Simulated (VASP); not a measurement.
# GaAs (P4_2/mnm) in VASP: single point with PBE

Aim: the single point of GaAs with PBE.

Program: VASP 6.6.1. These are calculated values, not measurements. Logs are shortened: lines on timing, memory, paths and dates and some standing lists are left out, and cuts for length are marked.

## Step 1: The cell of the first run

The structure is tetragonal, space group P4_2/mnm (No. 136). Conventional cell: a = 7.025 Å, b = 7.025 Å, c = 4.061 Å, α = 90.00°, β = 90.00°, γ = 90.00°. Ga (site symmetry m2m) has 4 As at 2.47 to 2.51 Å within 3.3 Å. Within 3.3 Å of As (site symmetry m2m) lie 4 Ga at 2.47 to 2.51 Å.

## Step 2: Single point, PBE

Contents of INCAR:

```
PREC     = Accurate       # precision mode
ENCUT    = 520            # plane-wave cutoff, eV
EDIFF    = 1E-6           # SCF threshold, eV
ISMEAR   = 0              # smearing method
SIGMA    = 0.01           # smearing width, eV
LREAL    = False          # projectors in reciprocal space
LASPH    = True           # aspherical terms in the spheres
NELM     = 100            # most SCF steps
ALGO     = Normal         # electronic algorithm
ISIF     = 2              # what is computed and relaxed
LWAVE    = False          # write WAVECAR
LCHARG   = False          # write CHGCAR
GGA      = PE             # functional
NBANDS   = 46             # bands
```

Contents of KPOINTS:

```
Automatic mesh
0
Gamma
  6 6 10
```

Contents of POSCAR:

```
GaAs
1.0
    7.0247665412      0.0000000000      0.0000000000
    0.0000000000      7.0247665412      0.0000000000
    0.0000000000      0.0000000000      4.0614290914
Ga As
4 4
Direct
    0.6759938493      0.6759938493      0.0000000000
    0.8240061507      0.1759938493      0.5000000000
    0.3240061507      0.3240061507      0.0000000000
    0.1759938493      0.8240061507      0.5000000000
    0.8182202378      0.8182202378      0.5000000000
    0.6817797622      0.3182202378      0.0000000000
    0.1817797622      0.1817797622      0.5000000000
    0.3182202378      0.6817797622      0.0000000000
```

Potentials or basis: VASP PAW PBE potentials, release 64 (Ga_d, As).

Started as:

```bash
$ cat potpaw_PBE.64/Ga_d/POTCAR potpaw_PBE.64/As/POTCAR > POTCAR
$ mpirun -np 1 vasp_std > vasp.out
```

OUTCAR:

```text
PREC = Accurate
   ENCUT = 520
   EDIFF = 1E-6
   ISMEAR = 0
   LREAL = False
   LASPH = True
   NELM = 100
   ISIF = 2
   GGA = PE

 ion  position               nearest neighbor table
   1  0.676  0.676  0.000-   5 2.47   5 2.47   8 2.51   6 2.51
   2  0.824  0.176  0.500-   6 2.47   6 2.47   7 2.51   5 2.51
   3  0.324  0.324  0.000-   7 2.47   7 2.47   8 2.51   6 2.51
   4  0.176  0.824  0.500-   8 2.47   8 2.47   5 2.51   7 2.51
   5  0.818  0.818  0.500-   1 2.47   1 2.47   4 2.51   2 2.51
   6  0.682  0.318  0.000-   2 2.47   2 2.47   3 2.51   1 2.51
   7  0.182  0.182  0.500-   3 2.47   3 2.47   4 2.51   2 2.51
   8  0.318  0.682  0.000-   4 2.47   4 2.47   1 2.51   3 2.51

  LATTYP: Found a simple tetragonal cell.
 ALAT       =     7.0247665412
 C/A-ratio  =     0.5781585861

  Lattice vectors:

 A1 = (   7.0247665412,   0.0000000000,   0.0000000000)
 A2 = (   0.0000000000,   7.0247665412,   0.0000000000)
 A3 = (   0.0000000000,   0.0000000000,   4.0614290914)

Analysis of symmetry for initial positions (statically):
=====================================================================
 Subroutine PRICEL returns:
 Original cell was already a primitive cell.

 Routine SETGRP: Setting up the symmetry group for a
 simple tetragonal supercell.

 Subroutine GETGRP returns: Found 16 space group operations
 (whereof  8 operations were pure point group operations)
 out of a pool of 16 trial point group operations.

The static configuration has the point symmetry D_2h.
 The point group associated with its full space group is D_4h.

Analysis of symmetry for dynamics (positions and initial velocities):
=====================================================================
 Subroutine PRICEL returns:
 Original cell was already a primitive cell.

 Routine SETGRP: Setting up the symmetry group for a
 simple tetragonal supercell.

 Subroutine GETGRP returns: Found 16 space group operations
 (whereof  8 operations were pure point group operations)
 out of a pool of 16 trial point group operations.

The dynamic configuration has the point symmetry D_2h.
 The point group associated with its full space group is D_4h.

 Subroutine INISYM returns: Found 16 space group operations
 (whereof  8 operations are pure point group operations),
 and found     1 'primitive' translations

----------------------------------------------------------------------------------------

                                     Primitive cell

  volume of cell :     200.4207

  direct lattice vectors                    reciprocal lattice vectors
     7.024766541  0.000000000  0.000000000     0.142353485  0.000000000  0.000000000
     0.000000000  7.024766541  0.000000000     0.000000000  0.142353485  0.000000000
     0.000000000  0.000000000  4.061429091     0.000000000  0.000000000  0.246218751

  length of vectors
     7.024766541  7.024766541  4.061429091     0.142353485  0.142353485  0.246218751

  position of ions in fractional coordinates (direct lattice)
     0.675993849  0.675993849  0.000000000
     0.824006151  0.175993849  0.500000000
     0.324006151  0.324006151  0.000000000
     0.175993849  0.824006151  0.500000000
     0.818220238  0.818220238  0.500000000
     0.681779762  0.318220238  0.000000000
     0.181779762  0.181779762  0.500000000
     0.318220238  0.681779762  0.000000000

  ion indices of the primitive-cell ions
   primitive index   ion index
                 1           1
                 2           2
                 3           3
                 4           4
                 5           5
                 6           6
                 7           7
                 8           8

----------------------------------------------------------------------------------------

 KPOINTS: Automatic mesh

Automatic generation of k-mesh.
 Grid dimensions read from file:
 generate k-points for:    6    6   10

 Generating k-lattice:

  Cartesian coordinates                     Fractional coordinates (reciprocal lattice)
     0.023725581  0.000000000  0.000000000     0.166666667  0.000000000  0.000000000
     0.000000000  0.023725581  0.000000000     0.000000000  0.166666667  0.000000000
     0.000000000  0.000000000  0.024621875     0.000000000  0.000000000  0.100000000

  Length of vectors
     0.023725581  0.023725581  0.024621875

  Shift w.r.t. Gamma in fractional coordinates (k-lattice)
     0.000000000  0.000000000  0.000000000

 Subroutine IBZKPT returns following result:
 ===========================================

 Found     60 irreducible k-points:

 Following reciprocal coordinates:
            Coordinates               Weight
  0.000000  0.000000  0.000000      1.000000
  0.166667  0.000000  0.000000      4.000000
  0.333333  0.000000  0.000000      4.000000
  0.500000  0.000000  0.000000      2.000000
  0.166667  0.166667  0.000000      4.000000
  0.333333  0.166667  0.000000      8.000000
[... 16 lines left out ...]
  0.333333  0.000000  0.200000      8.000000
  0.500000  0.000000  0.200000      4.000000
 [... further k-points ...]
   k-points           NKPTS =     60   k-points in BZ     NKDIM =     60   number of bands    NBANDS=     46
   number of dos      NEDOS =    301   number of ions     NIONS =      8
   total plane-waves  NPLWV =  87480
   dimension x,y,z NGX =    54 NGY =   54 NGZ =   30
   dimension x,y,z NGXF=   108 NGYF=  108 NGZF=   60
   ions per type =               4   4
   NGX,Y,Z   is equivalent  to a cutoff of  12.78, 12.78, 12.28 a.u.
   NGXF,Y,Z  is equivalent  to a cutoff of  25.56, 25.56, 24.56 a.u.
 SYSTEM =  unknown system
   PREC   = accura    normal or accurate (medium, high low for compatibility)
   ISTART =      0    job   : 0-new  1-cont  2-samecut
   ICHARG =      2    charge: 1-file 2-atom 10-const
   ISPIN  =      1    spin polarized calculation?
   LNONCOLLINEAR =      F non collinear calculations
   LSORBIT =      F    spin-orbit coupling
   LASPH  =      T    aspherical Exc in radial PAW
   ENCUT  =  520.0 eV  38.22 Ry    6.18 a.u.  13.06 13.06  7.55*2*pi/ulx,y,z
   NELM   =    100;   NELMIN=  2; NELMDL= -5     # of ELM steps
   EDIFF  = 0.1E-05   stopping-criterion for ELM
   LREAL  =      F    real-space projection
   EDIFFG = 0.1E-04   stopping-criterion for IOM
   NSW    =      0    number of steps for IOM
   IBRION =     -1    ionic relax: 0-MD 1-quasi-New 2-CG
   NFREE  =      0    steps in history (QN), initial steepest desc. (CG)
   ISIF   =      2    stress and relaxation
   ISYM   =      2    0-nonsym 1-usesym 2-fastsym
   POTIM  = 0.5000    time-step for ionic-motion
   TEBEG  =    0.0;   TEEND  =   0.0 temperature during run
   PSTRESS=    0.0 pullay stress
   NELECT =      72.0000    total number of electrons
   NUPDOWN=      -1.0000    fix difference up-down
   EMIN   =  10.00;   EMAX   =-10.00  energy-range for DOS
   EFERMI =   0.00;   METHOD = LEGACY
   ISMEAR =     0;   SIGMA  =   0.01  broadening in eV -4-tet -1-fermi 0-gaus
   EFERMI_NEDOS =   21; number of points for ismear=-14 and -15
   IALGO  =     38    algorithm
   IMIX   =      4    mixing-type and parameters
     AMIX     =   0.40;   BMIX     =  1.00
     AMIX_MAG =   1.60;   BMIX_MAG =  1.00
  volume/ion in A,a.u.               =      25.05       169.06
  Fermi-wavevector in a.u.,A,eV,Ry     =   1.163781  2.199228 18.427558  1.354387
  Thomas-Fermi vector in A             =   2.300327
   LORBIT       =      0    0 simple, 1 ext, 2 COOP (PROOUT), +10 PAW based schemes
   GGA     = PE    functional components
   LHFCALC =     F    Hartree Fock is set to
   AEXX    =    0.0000 exact exchange contribution
   IVDW    =     0    specifies the selected vdW correction
   LEPSILON=     F    determine dielectric tensor
   LRPA    =     F    only Hartree local field effects (RPA)
 non-spin polarized calculation
 Gauss-broadening in eV      SIGMA  =   0.01
  energy-cutoff  :      520.00
  volume of cell :      200.42
 maximum number of plane-waves:      5452
 NGX is ok and might be reduce to    54
   NGX = 27   NGY = 27   NGZ = 15

 number of electron      72.0000004 magnetization

 Free energy of the ion-electron system (eV)
  ---------------------------------------------------
  ext. energy  EPLUGINS =         0.00000000
  ---------------------------------------------------
  free energy    TOTEN  =       -32.54066049 eV

  energy without entropy =      -32.54066049  energy(sigma->0) =      -32.54066049

 E-fermi :   3.1376     XC(G=0):  -9.0408

 val. band max:        3.0417056510   @ k =   0.0000   0.0000   0.0000
 cond. band min:       3.2565209429   @ k =   0.0000   0.0000   0.0000
 fundamental gap:      0.2148152919
 Fermi energy:         3.1376151829

 k-point     1 :       0.0000    0.0000    0.0000
  band No.  band energies     occupation
      1     -11.7526      2.00000
      2     -11.7511      2.00000
      3     -11.7511      2.00000
      4     -11.6879      2.00000
      5     -11.6782      2.00000
      6     -11.6736      2.00000
[... 38 lines left out ...]
     45       7.5456      0.00000
     46       8.4982      0.00000

 k-point     2 :       0.1667    0.0000    0.0000
  band No.  band energies     occupation
      1     -11.7572      2.00000
      2     -11.7521      2.00000
      3     -11.7422      2.00000
      4     -11.6865      2.00000
      5     -11.6831      2.00000
      6     -11.6751      2.00000
[... 38 lines left out ...]
     45       7.9355      0.00000
     46       8.4739      0.00000

 k-point     3 :       0.3333    0.0000    0.0000
  band No.  band energies     occupation
      1     -11.7586      2.00000
      2     -11.7547      2.00000
      3     -11.7287      2.00000
      4     -11.6965      2.00000
      5     -11.6827      2.00000
      6     -11.6754      2.00000
[... 38 lines left out ...]
     45       7.7453      0.00000
     46       7.9984      0.00000

 k-point     4 :       0.5000    0.0000    0.0000
  band No.  band energies     occupation
      1     -11.7573      2.00000
      2     -11.7573      2.00000
      3     -11.7128      2.00000
      4     -11.7128      2.00000
      5     -11.6771      2.00000
      6     -11.6771      2.00000
[... 920 lines left out ...]
     45       8.2457      0.00000
     46       8.4929      0.00000

 k-point    23 :       0.3333    0.0000    0.2000
  band No.  band energies     occupation
      1     -11.7637      2.00000
      2     -11.7613      2.00000
      3     -11.7316      2.00000
      4     -11.7089      2.00000
      5     -11.6782      2.00000
      6     -11.6707      2.00000
[... 38 lines left out ...]
     45       7.6522      0.00000
     46       8.1680      0.00000

 k-point    24 :       0.5000    0.0000    0.2000
  band No.  band energies     occupation
      1     -11.7634      2.00000
      2     -11.7634      2.00000
      3     -11.7188      2.00000
      4     -11.7188      2.00000
      5     -11.6755      2.00000
      6     -11.6755      2.00000
[... 38 lines left out ...]
     45       7.6444      0.00000
     46       7.6444      0.00000

 [... further k-points ...]
[... 5 lines left out ...]
  --------------------------------------------------------------------------------------
  -------------------------------------------------------------------------------------
  Total        0.2083976      0.2083976      0.1720305      0.0000000      0.0000000      0.0000000
  in kB        1.6659447      1.6659447      1.3752236      0.0000000      0.0000000      0.0000000
  external PRESSURE =       1.5690377 kB  Pullay stress =       0.0000000 kB

 VOLUME and BASIS-vectors are now :
 -----------------------------------------------------------------------------
  energy-cutoff  :      520.00
  volume of cell :      200.42
      direct lattice vectors                 reciprocal lattice vectors
     7.024766541  0.000000000  0.000000000     0.142353485  0.000000000  0.000000000
     0.000000000  7.024766541  0.000000000     0.000000000  0.142353485  0.000000000
     0.000000000  0.000000000  4.061429091     0.000000000  0.000000000  0.246218751

 POSITION                                       TOTAL-FORCE (eV/Angst)
 -----------------------------------------------------------------------------------
      4.74870      4.74870      0.00000         0.004704      0.004704     -0.000000
      5.78845      1.23632      2.03071        -0.004704      0.004704     -0.000000
      2.27607      2.27607      0.00000        -0.004704     -0.004704      0.000000
      1.23632      5.78845      2.03071         0.004704     -0.004704      0.000000
      5.74781      5.74781      2.03071        -0.004605     -0.004605     -0.000000
      4.78934      2.23542      0.00000         0.004605     -0.004605      0.000000
      1.27696      1.27696      2.03071         0.004605      0.004605      0.000000
      2.23542      4.78934      0.00000        -0.004605      0.004605      0.000000
 -----------------------------------------------------------------------------------
    total drift:                                0.000000      0.000000     -0.000000

  FREE ENERGIE OF THE ION-ELECTRON SYSTEM (eV)
  ---------------------------------------------------
  free  energy   TOTEN  =       -32.5406604944 eV

  energy  without entropy=      -32.5406604944  energy(sigma->0) =      -32.54066049
```

It took 11 min on 1 thread of Intel Xeon Platinum 8488C (Sapphire Rapids), shared host; peak memory 0.55 GiB.

What came out:

- Free energy: -32.5407 eV
- Pressure: 0.2 GPa
- Largest force: 0.007 eV/Å
- Band gap on the k mesh: 0.21 eV, direct

Forces in eV/Å, atoms in the order of the input:
```
Ga   0.005  0.005  0.000
Ga  -0.005  0.005  0.000
Ga  -0.005 -0.005  0.000
Ga   0.005 -0.005  0.000
As  -0.005 -0.005  0.000
As   0.005 -0.005  0.000
As   0.005  0.005  0.000
As  -0.005  0.005  0.000
```
